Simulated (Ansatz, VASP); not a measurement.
# One calculation of InP, two programs

INCAR

```
  PREC = Accurate
  ENCUT = 520
  EDIFF = 1E-6
  ISMEAR = 0
  SIGMA = 0.01
  LREAL = False
  LASPH = True
  NELM = 60
  ALGO = Normal
  ISIF = 2
  LWAVE = False
  LCHARG = True
  GGA = CA
  LELF = True
  LVHAR = True
  NBANDS = 16
```

The input KPOINTS:

```
Automatic mesh
0
Gamma
  8 8 8
```

File POSCAR:

```
InP
1.0
    0.0000000000      2.9136593883      2.9136593883
    2.9136593883      0.0000000000      2.9136593883
    2.9136593883      2.9136593883      0.0000000000
In P
1 1
Direct
    0.0000000000      0.0000000000      0.0000000000
    0.7500000000      0.7500000000      0.7500000000
```

Input for Ansatz:

```yaml
crystal:
  lattice:
    - [0.0, 2.91365938834, 2.91365938834]
    - [2.91365938834, 0.0, 2.91365938834]
    - [2.91365938834, 2.91365938834, 0.0]
  atoms:
    - { symbol: In, position: [0.0, 0.0, 0.0] }
    - { symbol: P, position: [0.75, 0.75, 0.75] }
kpoints:
  mp_grid: { grid: [8, 8, 8] }
scf:
  occupations: { method: fixed }
hamiltonian:
  xc: lda
  pseudopotentials: { kind: all_electron, lapw: { basis_error: 0.001 } }
output:
  forces: true
  stress: true
  eigenvalues: true
  eigenstates:
    nscf_kmesh: { grid: [12, 12, 12] }
    de_dk: true
    e_range: [-9, 10.57630401791]
  optics:
    e_range: [0, 25]
    de: 0.2
    sigma: 0.2
    bands: { spectra_wanted_up_to: 25 }
    nscf_kmesh: { grid: [12, 12, 12] }
checkpoint:
  write: ck
  write_wavefunctions: false
```

Alike in both runs: task single point; functional LDA; k mesh 8 × 8 × 8; no spin polarisation.

|  | VASP | Ansatz |
| --- | --- | --- |
| version | VASP 6.6.1 | Ansatz 0.2.0 |
| potentials or method | VASP PAW LDA potentials, release 64 (In_d, P), cutoff 520 eV | all-electron LAPW, scalar-relativistic |
| occupations | gaussian, width 0.01 eV | fixed |

VASP gave:

- gap on the k mesh at the Fermi level (eV): 0.60
- pressure (GPa): 0.0

Q: Which values does Ansatz return?

A: gap on the k mesh at the Fermi level (eV): 0.57; pressure (GPa): 0.0.

LDA's correlation is that of Perdew and Zunger in VASP and of Perdew and Wang (1992) in Ansatz. Ansatz ran all-electron here, and VASP with PAW potentials.
